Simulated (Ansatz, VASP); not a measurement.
# Be3OsC2: VASP beside Ansatz

```xyz
6
Lattice="2.0019 -4.0654 0.0000 2.0019 4.0654 0.0000 0.0000 0.0000 3.0228" Properties=species:S:1:pos:R:3 pbc="T T T"
Be    2.0019    2.4374    0.0000
Be    2.0019   -2.4374    0.0000
Be    0.0000    0.0000    1.5114
Os    2.0019    0.0000    0.0000
C     1.0010    2.0327    1.5114
C     1.0010   -2.0327    1.5114
```

Change from the starting cell: species swapped into the CeAl2Cu3 type (Cmmm, No. 65).

Alike in both runs: functional PBE; k mesh 10 × 10 × 12; occupations gaussian, width 0.1 eV; no spin polarisation.

Ansatz relaxed the structure, and its values are those at the end. VASP's run is a single point on that final structure, the one shown.

```csv
,VASP,Ansatz
version,VASP 6.6.1,Ansatz 0.2.0
potentials or method,"VASP PAW PBE potentials, release 64 (Be, Os, C), cutoff 520 eV","scalar-relativistic, plane waves, PAW"
valence electrons in the cell,22,30
```

Ansatz gave:

```
gap on the k mesh at the Fermi level (eV) : none
pressure (GPa)                            : 0.0
```

Problem. Which values does VASP return?

Solution. gap on the k mesh at the Fermi level (eV): none; pressure (GPa): 0.4.

A gap of «none» marks a metal or a gap that the smearing closes. VASP's potentials hold 22 valence electrons a cell and Ansatz's 30, so a difference there can come from the potentials and not from the codes.

Neither program's run includes spin-orbit coupling.
